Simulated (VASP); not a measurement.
Here is a VASP 6.6.1 calculation.

File POSCAR:

```
Sb2Pt
1.0
    0.0000000000      3.2990386217      3.2990386217
    3.2990386217      0.0000000000      3.2990386217
    3.2990386217      3.2990386217      0.0000000000
Sb Pt
2 1
Direct
    0.2500000000      0.2500000000      0.2500000000
    0.7500000000      0.7500000000      0.7500000000
    0.0000000000      0.0000000000      0.0000000000
```

File INCAR.step1:

```
SYSTEM = Sb2Pt
PREC = Accurate
ENCUT = 520
ISMEAR = 0
SIGMA = 0.1
LREAL = .FALSE.
LASPH = .TRUE.
NELM = 80
NBANDS = 17
GGA = PE
ALGO = Normal
EDIFF = 1E-4
LWAVE = .TRUE.
LCHARG = .FALSE.
```

INCAR.step2

```
SYSTEM = Sb2Pt
PREC = Accurate
ENCUT = 520
EDIFF = 1E-6
ISMEAR = 0
SIGMA = 0.1
LREAL = .FALSE.
LASPH = .TRUE.
NELM = 80
ALGO = Normal
ISIF = 2
LWAVE = .FALSE.
LCHARG = .FALSE.
METAGGA = R2SCAN
LMIXTAU = .TRUE.
NBANDS = 17
ISTART = 1
```

File KPOINTS:

```
Automatic mesh
0
G
  12 12 12
  0 0 0
```

Potentials or basis: VASP PAW PBE potentials, release 64 (Sb, Pt).

Run with:

```sh
$ cat potpaw_PBE.64/Sb/POTCAR potpaw_PBE.64/Pt/POTCAR > POTCAR
$ cp INCAR.step1 INCAR
$ mpirun -np 1 vasp_std > vasp.out
$ cp INCAR.step2 INCAR
$ mpirun -np 1 vasp_std > vasp.out
```

(1) Estimate the pressure.

(2) What does it give for the band gap on the k mesh?

Answers

(1) -0.2 GPa.

(2) zero (bands 10 and 11 overlap by 1.92 eV).

Caveat: the PAW data sets were made with another functional, which shifts forces and pressure a little; spin-orbit coupling is left out, which moves the levels of the heavy elements.
